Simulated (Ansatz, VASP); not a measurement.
One calculation of SrTiO3, two programs

Contents of INCAR:

```
SYSTEM = SrTiO3
ALGO = Normal ; EDIFF = 1E-6
ENCUT = 520 ; GGA = PS
ISIF = 2 ; ISMEAR = 0
LASPH = .TRUE. ; LCHARG = .FALSE.
LREAL = .FALSE. ; LWAVE = .FALSE.
NBANDS = 28 ; NELM = 60
PREC = Accurate ; SIGMA = 0.05
```

File KPOINTS:

```
k-points
0
G
  8 8 8
  0 0 0
```

The input POSCAR:

```
SrTiO3
1.0
    3.8911201355      0.0000000000      0.0000000000
    0.0000000000      3.8911201355      0.0000000000
    0.0000000000      0.0000000000      3.8911201355
Sr Ti O
1 1 3
Direct
    0.0000000000      0.0000000000      0.0000000000
    0.6233577950      0.5000000000      0.5000000000
    0.0000000000      0.5000000000      0.5000000000
    0.5000000000      0.0000000000      0.5000000000
    0.5000000000      0.5000000000      0.0000000000
```

Input for Ansatz:

```yaml
crystal:
  lattice:
    - [3.8911201355, 0.0, 0.0]
    - [0.0, 3.8911201355, 0.0]
    - [0.0, 0.0, 3.8911201355]
  atoms:
    - { symbol: Sr, position: [0.0, 0.0, 0.0] }
    - { symbol: Ti, position: [0.623357795, 0.5, 0.5] }
    - { symbol: O, position: [0.0, 0.5, 0.5] }
    - { symbol: O, position: [0.5, 0.0, 0.5] }
    - { symbol: O, position: [0.5, 0.5, 0.0] }
basis:
  ecutwfc: 420
kpoints:
  mp_grid: { grid: [8, 8, 8] }
hamiltonian:
  xc: pbesol
scf:
  occupations: { method: gaussian, width: 0.05 }
output:
  forces: true
  stress: true
  eigenvalues: true
```

Alike in both runs: task single point; functional PBEsol; k mesh 8 × 8 × 8; occupations gaussian, width 0.05 eV; no spin polarisation.

|  | VASP | Ansatz |
| --- | --- | --- |
| version | VASP 6.6.1 | Ansatz 0.2.0 |
| potentials or method | VASP PAW PBE potentials, release 64 (Sr_sv, Ti_sv, O), cutoff 520 eV | scalar-relativistic, plane waves, PAW |
| valence electrons in the cell | 40 | 40 |

|  | VASP | Ansatz | Ansatz less VASP |
| --- | --- | --- | --- |
| gap on the k mesh at the Fermi level (eV) | 1.88 | 1.92 | +0.044 |
| least direct gap on the mesh (eV) | 2.62 | 2.66 | +0.040 |
| pressure (GPa) | 24.2 | 21.6 | -2.67 |
| traceless stress, the component that is largest in VASP (GPa) | 40.19 | 35.60 | -4.595 |
| rms of the force components (eV/Å) | 6.650 | 5.991 | -0.6592 |

VASP's potentials were made for PBE, not for PBEsol. Atom by atom the forces differ by 0.665 eV/Å (rms over components).
